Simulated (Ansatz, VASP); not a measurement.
# NaF: VASP beside Ansatz

Contents of INCAR:

```
ALGO = Normal
EDIFF = 1E-8
ENCUT = 520
GGA = PE
GGA_COMPAT = False
ISIF = 2
ISMEAR = -1
LASPH = True
LCHARG = False
LEFG = True
LREAL = False
LWAVE = False
NBANDS = 14
NELM = 120
PREC = Accurate
SIGMA = 0.051703999572871064
```

Contents of KPOINTS:

```
k-points
0
Gamma
  8 8 8
```

The input POSCAR:

```
NaF
1.0
    0.0000000000      2.2858943317      2.2858943317
    2.2858943317      0.0000000000      2.2858943317
    2.2858943317      2.2858943317      0.0000000000
Na F
1 1
Direct
    0.0000000000      0.0000000000      0.0000000000
    0.5000000000      0.5000000000      0.5000000000
```

Input for Ansatz:

```yaml
crystal:
  lattice:
    - [0.0, 2.2858943317, 2.2858943317]
    - [2.2858943317, 0.0, 2.2858943317]
    - [2.2858943317, 2.2858943317, 0.0]
  atoms:
    - { symbol: Na, position: [0.0, 0.0, 0.0] }
    - { symbol: F, position: [0.5, 0.5, 0.5] }
basis:
  ecutwfc: 420
kpoints:
  mp_grid: { grid: [8, 8, 8] }
hamiltonian:
  xc: pbe
scf:
  occupations: { method: fermi_dirac, width: "600 K" }
output:
  forces: true
  stress: true
  eigenvalues: true
  efg: {}
```

Alike in both runs: task electric field gradients; functional PBE; k mesh 8 × 8 × 8; no spin polarisation.

|  | VASP | Ansatz |
| --- | --- | --- |
| version | VASP 6.6.1 | Ansatz 0.2.0 |
| potentials or method | VASP PAW PBE potentials, release 64 (Na_pv, F), cutoff 520 eV | scalar-relativistic, plane waves, PAW |
| occupations | fermi-dirac, width 0.051704 eV | fermi-dirac |
| valence electrons in the cell | 14 | 16 |

|  | VASP | Ansatz | Ansatz less VASP |
| --- | --- | --- | --- |
| gap on the k mesh at the Fermi level (eV) | 6.52 | 6.54 | +0.016 |
| least direct gap on the mesh (eV) | 6.52 | 6.54 | +0.016 |
| pressure (GPa) | 4.5 | 4.5 | +0.08 |

VASP's potentials hold 14 valence electrons a cell and Ansatz's 16, so a difference there can come from the potentials and not from the codes.
